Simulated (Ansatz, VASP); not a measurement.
## One calculation of Hg, two programs

```
Hg
1.0
     5.24424    0.00000    0.00000
    -2.62212    4.54164    0.00000
     0.00000    0.00000    3.04216
Hg
3
Direct
  0.33333 0.66667 0.50000
  0.66667 0.33333 0.50000
  0.00000 0.00000 0.00000
```

Alike in both runs: functional PBEsol; k mesh 7 × 7 × 9; no spin polarisation.

Ansatz relaxed the structure, and its values are those at the end. VASP's run is a single point on that final structure, the one shown.

```csv
,VASP,Ansatz
version,VASP 6.6.1,Ansatz 0.2.0
potentials or method,"VASP PAW PBE potentials, release 64 (Hg), cutoff 520 eV","plane waves, PAW"
occupations,"methfessel-paxton of order 1, width 0.1 eV","cold, width 0.1 eV"
valence electrons in the cell,36,60
```

|  | VASP | Ansatz | Ansatz less VASP |
| --- | --- | --- | --- |
| pressure (GPa) | 0.3 | 0.0 | -0.34 |

VASP's potentials were made for PBE, not for PBEsol. VASP's potentials hold 36 valence electrons a cell and Ansatz's 60, so a difference there can come from the potentials and not from the codes. Ansatz's warnings: stress scf threshold loose.

Neither program's run includes spin-orbit coupling.
